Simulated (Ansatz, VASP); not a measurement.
# Two plane-wave programs on Mg3ZrN

```
CELL_PARAMETERS angstrom
5.37381 0.00000 0.00000
0.00000 5.37381 0.00000
0.00000 0.00000 3.19257
ATOMIC_POSITIONS crystal
Mg 0.00000 0.50000 0.00000
Mg 0.50000 0.00000 0.00000
Mg 0.50000 0.50000 0.00000
Zr 0.00000 0.00000 0.50000
N 0.50000 0.50000 0.50000
```

Alike in both runs: task relaxation of cell and atoms; functional PBE; k mesh 4 × 4 × 6; occupations gaussian, width 0.1 eV; no spin polarisation.

```csv
,VASP,Ansatz
version,VASP 6.6.1,Ansatz 0.2.0
potentials or method,"VASP PAW PBE potentials, release 64 (Mg, Zr_sv, N), cutoff 600 eV","scalar-relativistic, plane waves, PAW"
valence electrons in the cell,23,47
```

```tsv
	VASP	Ansatz	Ansatz less VASP
gap on the k mesh at the Fermi level, each at its own relaxed structure (eV)	none	none	-
relaxed volume (Å³/atom)	21.32	21.37	+0.045
relaxed cell length with the largest relative difference (Å)	5.363	5.369	+0.0062
```

A gap of «none» marks a metal or a gap that the smearing closes. VASP's potentials hold 23 valence electrons a cell and Ansatz's 47, so a difference there can come from the potentials and not from the codes.

Noted on VASP's run: the volume moved by over 15 % at a fixed basis, so the end points are rough.
